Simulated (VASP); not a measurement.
Ca, 1 atom in the cell. The structure is cubic, space group Im-3m (No. 229). The conventional cell has a = 4.480 Å, b = 4.480 Å, c = 4.480 Å, α = 90.00°, β = 90.00°, γ = 90.00°. Within 5.1 Å of Ca (site symmetry m-3m) lie 14 Ca at 3.88 to 4.48 Å. This isn't the form of Ca at room conditions, which is fcc.

- Program: VASP 6.6.1
- Task: single point
- Functional: PBE
- Potentials or basis: VASP PAW PBE potentials, release 64 (Ca_sv)
- Cutoff: 520 eV
- k mesh: 10 × 10 × 10, shifted
- Occupations: tetrahedron
- Spin: no spin polarisation
- Dipole correction: no
- Further INCAR settings: ALGO = Normal; EDIFF = 1e-06; NBANDS = 11

Potentials or basis: VASP PAW PBE potentials, release 64 (Ca_sv).

Launch:

```console
$ cat potpaw_PBE.64/Ca_sv/POTCAR > POTCAR
$ mpirun -np 1 vasp_std > vasp.out
```

Hardware: 1 thread of Intel Xeon 8259CL, with other jobs on the host.

Task: How long does it take, and how much memory?

Result: Run time: 20 s on 1 thread of Intel Xeon 8259CL, on a shared host, peak memory 0.18 GiB. Counts: scf iterations 11, k points 44.
